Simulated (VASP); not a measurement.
The system is La2Zr3O.

```xyz
6
Lattice="5.5456 0.0000 0.0000 -2.7728 4.8026 0.0000 0.0000 0.0000 6.1815" Properties=species:S:1:pos:R:3 pbc="T T T"
La    0.0000    3.2018    0.0000
La    2.7728    1.6009    0.0000
Zr    2.7728    0.0000    3.0907
Zr    1.3864    2.4013    3.0907
Zr   -1.3864    2.4013    3.0907
O     0.0000    0.0000    0.0000
```

The cell was built from a structure type or drawn by symmetry, and may not be a known phase.

| Item | Value |
| --- | --- |
| Program | VASP 6.6.1 |
| Task | relaxation of cell and atoms |
| Functional | PBE |
| Potentials or basis | VASP PAW PBE potentials, release 64 (La, Zr_sv, O) |
| Cutoff | 600 eV |
| k mesh | 6 × 6 × 4 |
| Occupations | gaussian, width 0.1 eV |
| Spin | no spin polarisation |

At the start: pressure -0.9 GPa; volume 27.44 Å³/atom.

Problem. How do energy, volume and symmetry change on relaxing?

Solution. Over 4 steps the energy falls by 4.3 meV/atom and the volume is 26.87 Å³/atom (-2.1 %); space group P6/mmm (No. 191, to 0.1 Å) before and after.

The path:
| step | energy change (eV) | largest force (eV/Å) | pressure (GPa) | volume (Å³) |
| --- | --- | --- | --- | --- |
| 1 | 0.0000 | 0.0000 | -0.90 | 164.63 |
| 2 | -0.0235 | 0.0000 | 0.10 | 161.00 |
| 3 | -0.0239 | 0.0000 | 0.24 | 160.50 |
| 4 | -0.0258 | 0.0000 | 0.06 | 161.21 |

Final structure:
```
CELL_PARAMETERS angstrom
5.46410 0.00000 0.00000
-2.73205 4.73205 0.00000
0.00000 0.00000 6.23494
ATOMIC_POSITIONS crystal
La 0.33333 0.66667 0.00000
La 0.66667 0.33333 0.00000
Zr 0.50000 0.00000 0.50000
Zr 0.50000 0.50000 0.50000
Zr 0.00000 0.50000 0.50000
O 0.00000 0.00000 0.00000
```
